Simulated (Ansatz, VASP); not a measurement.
## MgB5: VASP beside Ansatz

The input INCAR:

```
PREC = Accurate
ENCUT = 840
EDIFF = 1E-6
ISMEAR = 0
SIGMA = 0.1
LREAL = False
LASPH = True
NELM = 120
ALGO = Normal
ISIF = 2
LWAVE = False
LCHARG = True
GGA = PE
LELF = True
LVHAR = True
NBANDS = 22
GGA_COMPAT = False
```

KPOINTS

```
Automatic mesh
0
Gamma
  6 6 6
```

POSCAR

```
MgB5
1.0
    1.9412316900      1.1207706400      4.1900873300
   -1.9412316900      1.1207706400      4.1900873300
    0.0000000000     -2.2415412800      4.1900873300
Mg B
1 5
Direct
    0.8036954500      0.8036954500      0.8036954500
    0.0803348100      0.5746795700      0.0803348100
    0.0803348100      0.0803348100      0.5746795700
    0.5746795700      0.0803348100      0.0803348100
    0.5091204900      0.5091204900      0.5091204900
    0.3708319500      0.3708319500      0.3708319500
```

Input for Ansatz:

```yaml
crystal:
  lattice:
    - [1.94123169, 1.12077064, 4.19008733]
    - [-1.94123169, 1.12077064, 4.19008733]
    - [0.0, -2.24154128, 4.19008733]
  atoms:
    - { symbol: Mg, position: [0.80369545, 0.80369545, 0.80369545] }
    - { symbol: B, position: [0.08033481, 0.57467957, 0.08033481] }
    - { symbol: B, position: [0.08033481, 0.08033481, 0.57467957] }
    - { symbol: B, position: [0.57467957, 0.08033481, 0.08033481] }
    - { symbol: B, position: [0.50912049, 0.50912049, 0.50912049] }
    - { symbol: B, position: [0.37083195, 0.37083195, 0.37083195] }
basis:
  ecutwfc: 420
kpoints:
  mp_grid: { grid: [6, 6, 6] }
hamiltonian:
  xc: pbe
scf:
  occupations: { method: gaussian, width: 0.1 }
  lower_state_search: "off"
output:
  forces: true
  stress: true
  eigenvalues: true
```

Alike in both runs: task single point; functional PBE; k mesh 6 × 6 × 6; occupations gaussian, width 0.1 eV; no spin polarisation.

```csv
,VASP,Ansatz
version,VASP 6.6.1,Ansatz 0.2.0
potentials or method,"VASP PAW PBE potentials, release 64 (Mg_sv, B), cutoff 840 eV","scalar-relativistic, plane waves, PAW"
valence electrons in the cell,25,25
```

```tsv
	VASP	Ansatz	Ansatz less VASP
gap on the k mesh at the Fermi level (eV)	none	none	-
pressure (GPa)	15.4	15.3	-0.11
traceless stress, the component that is largest in VASP (GPa)	23.01	22.89	-0.127
rms of the force components (eV/Å)	5.609	5.579	-0.0299
```

Atom by atom the forces differ by 0.031 eV/Å (rms over components). A gap of «none» marks a metal or a gap that the smearing closes.
